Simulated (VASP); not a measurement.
**Ca: single point with r2SCAN**

Crystal: Ca.

```
Ca
1.0
     0.00000    2.81845    2.81845
     2.81845    0.00000    2.81845
     2.81845    2.81845    0.00000
Ca
1
Direct
  0.00000 0.00000 0.00000
```

This cell differs from its parent crystal: strained.

```json
{
 "Program": "VASP 6.6.1",
 "Task": "single point",
 "Functional": "r2SCAN",
 "Potentials or basis": "VASP PAW PBE potentials, release 64 (Ca_sv)",
 "Cutoff": "520 eV",
 "k mesh": "14 × 14 × 14",
 "Occupations": "gaussian, width 0.1 eV",
 "Spin": "no spin polarisation"
}
```

```
Pressure               : -0.6 GPa
Band gap on the k mesh : zero (bands 5 and 6 overlap by 0.57 eV)
```

Levels at points of the mesh, in eV from the Fermi level:
```csv
k point,band 2,band 3,band 4,band 5,band 6,band 7,band 8,band 9
"(0.00, 0.00, 0.00)",-23.95,-23.95,-23.95,-4.18,2.63,2.63,2.63,3.68
"(0.50, 0.00, 0.00)",-24.07,-23.97,-23.97,-0.92,-0.32,2.50,2.50,4.36
"(0.50, 0.50, 0.00)",-24.06,-24.00,-24.00,-0.34,0.79,0.84,4.34,4.53
```

It took 4.4 min on 1 thread of Intel(R) Xeon(R) Platinum 8259CL CPU @ 2.50GHz (Skylake/Cascade Lake), on a shared host, peak memory 0.2 GiB.

Caveat: the cell differs from its parent crystal (strained); the PAW data sets were made with another functional, which shifts forces and pressure a little.
